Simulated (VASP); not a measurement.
A run of VASP 6.6.1:

Contents of INCAR:

```
ALGO = Normal
EDIFF = 1E-7
ENCUT = 520
GGA = PE
ISIF = 2
ISMEAR = 0
LASPH = T
LCHARG = T
LELF = T
LREAL = F
LVHAR = T
LWAVE = F
NBANDS = 16
NELM = 60
PREC = Accurate
SIGMA = 0.05
```

File KPOINTS:

```
k-points
0
Gamma
  16 16 4
```

Contents of POSCAR:

```
BN
1.0
    2.5121807812      0.0000000000      0.0000000000
   -1.2560903906      2.1756123754      0.0000000000
    0.0000000000      0.0000000000      8.3870044136
B N
2 2
Direct
    0.3333333333      0.6666666667      0.2500000000
    0.6666666667      0.3333333333      0.7500000000
    0.3333333333      0.6666666667      0.7500000000
    0.6666666667      0.3333333333      0.2500000000
```

Potentials or basis: VASP PAW PBE potentials, release 64 (B, N).

The run is started by

```bash
$ cat potpaw_PBE.64/B/POTCAR potpaw_PBE.64/N/POTCAR > POTCAR
$ mpirun -np 1 vasp_std > vasp.out
```

Hardware: 1 thread of Intel Xeon 8259CL, with other jobs on the host.

Question: Estimate the wall time of this run.

Answer: Run time: 90 s on 1 thread of Intel Xeon 8259CL (shared host), peak memory 0.19 GiB. Counts: scf iterations 15, k points 90.
